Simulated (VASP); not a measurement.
Input of a VASP 6.6.1 run:

The input POSCAR:

```
Fe
1.0
    0.0000000000      2.3734481107      2.3734481107
    2.3734481107      0.0000000000      2.3734481107
    2.3734481107      2.3734481107      0.0000000000
Fe
2
Direct
    0.1250000000      0.1250000000      0.1250000000
    0.8750000000      0.8750000000      0.8750000000
```

File INCAR.step1:

```
SYSTEM = Fe
PREC = Accurate
ENCUT = 760
ISMEAR = -1
SIGMA = 0.1
LREAL = .FALSE.
LASPH = .TRUE.
NELM = 120
NBANDS = 23
GGA = PE
ALGO = Normal
EDIFF = 1E-5
LWAVE = .TRUE.
LCHARG = .FALSE.
GGA_COMPAT = .FALSE.
```

INCAR.step2

```
SYSTEM = Fe
PREC = Accurate
ENCUT = 760
EDIFF = 1E-6
ISMEAR = -1
SIGMA = 0.1
LREAL = .FALSE.
LASPH = .TRUE.
NELM = 120
ALGO = Normal
ISIF = 2
LWAVE = .FALSE.
LCHARG = .TRUE.
METAGGA = R2SCAN
LMIXTAU = .TRUE.
LELF = .TRUE.
LVHAR = .TRUE.
NBANDS = 23
ISTART = 1
GGA_COMPAT = .FALSE.
```

Contents of KPOINTS:

```
Automatic mesh
0
G
  13 13 13
  0 0 0
```

Potentials or basis: VASP PAW PBE potentials, release 64 (Fe_sv).

Run with:

```bash
$ cat potpaw_PBE.64/Fe_sv/POTCAR > POTCAR
$ cp INCAR.step1 INCAR
$ mpirun -np 1 vasp_std > vasp.out
$ cp INCAR.step2 INCAR
$ mpirun -np 1 vasp_std > vasp.out
```

Predict the band gap on the k mesh.

zero (bands 16 and 17 overlap by 0.89 eV).

What does it give for the pressure?

7.3 GPa.

Caveat: the cell stands under pressure; the PAW data sets were made with another functional, which shifts forces and pressure a little; the run has no spin polarisation, though such a crystal can be magnetic. Spin polarisation is off, so any magnetic state and its effect on volume and gap are missing.
